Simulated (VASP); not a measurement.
A run of VASP 6.6.1 is set up as follows.

File INCAR:

```
ALGO = Normal ; EDIFF = 1E-6
ENCUT = 600 ; GGA = PS
GGA_COMPAT = F ; ISIF = 2
ISMEAR = 0 ; LASPH = T
LCHARG = F ; LREAL = F
LWAVE = F ; NBANDS = 51
NELM = 120 ; PREC = Accurate
SIGMA = 0.1
```

Contents of KPOINTS:

```
k-points
0
Gamma
  4 4 4
```

Contents of POSCAR:

```
Al7InN8
1.0
    3.1606213430     -0.0078478266      5.0891470297
    3.1606213430      0.0078478266     -5.0891470297
   -3.1606213430      5.4858693092     -0.0084849274
In Al N
1 7 8
Direct
    0.1711370954      0.1666839716      0.3378210670
    0.1692938295      0.1697820739      0.8337163527
    0.6643224444      0.6663318115      0.3306542558
    0.6639342788      0.6644225232      0.8337163527
    0.0823256981      0.5797390180      0.1625016962
    0.5827626781      0.0801759980      0.1625016962
    0.0796905908      0.5903537448      0.6700443356
    0.5904729378      0.0798222387      0.6702951765
    0.3774443872      0.9582447109      0.3356890981
    0.8566910081      0.4753034946      0.3319945027
    0.3574003546      0.9808689623      0.8323023774
    0.8514334151      0.4749020228      0.8323023774
    0.2795276952      0.4067119352      0.1522507315
    0.2774491619      0.4161848274      0.6936339893
    0.7455387964      0.8727230363      0.1522507315
    0.7785756286      0.8897496308      0.6683252594
```

Potentials or basis: VASP PAW PBE potentials, release 64 (In_d, Al, N).

The run is started by

```sh
$ cat potpaw_PBE.64/In_d/POTCAR potpaw_PBE.64/Al/POTCAR potpaw_PBE.64/N/POTCAR > POTCAR
$ mpirun -np 1 vasp_std > vasp.out
```

Task: What does it give for the band gap on the k mesh?

Result: 3.15 eV.

Task: What does it give for the largest force?

Result: 0.024 eV/Å.

Forces on the atoms (eV/Å):
```
In   0.000  0.009  0.004
Al  -0.002  0.002  0.016
Al   0.000 -0.008 -0.022
Al   0.002  0.002  0.016
Al  -0.002  0.007  0.007
Al   0.002  0.007  0.007
Al   0.000 -0.011 -0.006
Al   0.000 -0.004 -0.001
N    0.000  0.003 -0.002
N    0.000  0.004 -0.007
N   -0.004 -0.004 -0.006
N    0.004 -0.004 -0.006
N    0.017  0.000 -0.001
N    0.000  0.005  0.002
N   -0.017  0.000 -0.001
N    0.000 -0.010  0.001
```

Caveat: the PAW data sets were made with another functional, which shifts forces and pressure a little; spin-orbit coupling is left out, which moves the levels of the heavy elements.
